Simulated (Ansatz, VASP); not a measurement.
Two plane-wave programs on Ca3Se

```
Ca Se
1.0
     4.76601    0.00000    0.00000
     0.00000    4.76601    0.00000
     0.00000    0.00000    4.76601
Ca Se
3 1
Direct
  0.00000 0.50000 0.50000
  0.50000 0.00000 0.50000
  0.50000 0.50000 0.00000
  0.00000 0.00000 0.00000
```

Alike in both runs: task relaxation of cell and atoms; functional PBE; k mesh 10 × 10 × 10; occupations gaussian, width 0.1 eV; no spin polarisation.

|  | VASP | Ansatz |
| --- | --- | --- |
| version | VASP 6.6.1 | Ansatz 0.2.0 |
| potentials or method | VASP PAW PBE potentials, release 64 (Ca_sv, Se), cutoff 600 eV | scalar-relativistic, plane waves, PAW |
| valence electrons in the cell | 36 | 46 |

VASP gave:

```
gap on the k mesh at the Fermi level, each at its own relaxed structure (eV) : none
relaxed volume (Å³/atom)                                                     : 32.15
relaxed cell length with the largest relative difference (Å)                 : 5.047
```

Problem. Estimate Ansatz's values.

Solution. gap on the k mesh at the Fermi level, each at its own relaxed structure (eV): none; relaxed volume (Å³/atom): 32.05; relaxed cell length with the largest relative difference (Å): 5.043.

A gap of «none» marks a metal or a gap that the smearing closes. VASP's potentials hold 36 valence electrons a cell and Ansatz's 46, so a difference there can come from the potentials and not from the codes.

Noted on VASP's run: the volume moved by over 15 % at a fixed basis, so the end points are rough.
